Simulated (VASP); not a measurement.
Crystal: YCl.

```
Cl Y
1.0
     3.73017    0.00000    0.00000
    -1.86508    3.23042    0.00000
     0.00000   -2.15361    9.12088
Cl Y
2 2
Direct
  0.38830 0.77660 0.16490
  0.61170 0.22340 0.83510
  0.21683 0.43366 0.65049
  0.78317 0.56634 0.34951
```

* Program: VASP 6.6.1
* Task: relaxation of cell and atoms
* Functional: PBEsol
* Potentials or basis: VASP PAW PBE potentials, release 64 (Cl, Y_sv)
* Cutoff: 600 eV
* k mesh: 7 × 7 × 7
* Occupations: fermi-dirac, width 0.1 eV
* Spin: no spin polarisation

At the start: pressure 0.2 GPa; volume 27.48 Å³/atom.

Question: How do energy, volume and symmetry change on relaxing?

Answer: Over 23 steps the energy falls by 5.3 meV/atom and the volume is 28.19 Å³/atom (+2.6 %); space group R-3m (No. 166, to 0.1 Å) before and after.

The path:
```tsv
step	energy change (eV)	largest force (eV/Å)	pressure (GPa)	volume (Å³)
1	0.0000	0.1054	0.25	109.91
2	-0.0118	0.0107	-0.13	110.57
3	-0.0144	0.0480	-0.38	111.04
4	-0.0164	0.0880	0.09	109.96
5	-0.0164	0.0875	0.08	109.98
6	-0.0171	0.0311	0.05	109.95
7	-0.0172	0.0490	0.02	109.94
8	-0.0175	0.0446	0.03	110.01
9	-0.0183	0.0322	0.07	110.23
10	-0.0192	0.0228	0.15	110.66
11	-0.0190	0.0548	0.31	111.54
12	-0.0195	0.0365	0.22	111.05
13	-0.0197	0.0369	0.19	111.17
14	-0.0201	0.0376	0.11	111.54
15	-0.0205	0.0391	-0.05	112.28
16	-0.0206	0.0397	-0.12	112.57
17	-0.0208	0.0210	-0.08	112.63
18	-0.0210	0.0174	-0.02	112.76
19	-0.0210	0.0207	-0.01	112.77
20	-0.0210	0.0260	0.00	112.78
21	-0.0210	0.0224	-0.01	112.77
22	-0.0210	0.0184	-0.01	112.77
23	-0.0211	0.0072	0.01	112.77
```

Final structure:
```
Cl Y
1.0
     3.68377    0.00000    0.00000
    -1.84189    3.19024    0.00000
     0.00000   -2.12683    9.59562
Cl Y
2 2
Cartesian
  0.0000 2.1268 1.6638
  1.8419 -1.0634 7.9318
  0.0000 0.0000 6.2041
  1.8419 1.0634 3.3915
```

Caveat: the PAW data sets were made with another functional, which shifts forces and pressure a little; this functional lacks dispersion, which binds layers or chains, so the pressure and a relaxed spacing across them are unreliable.
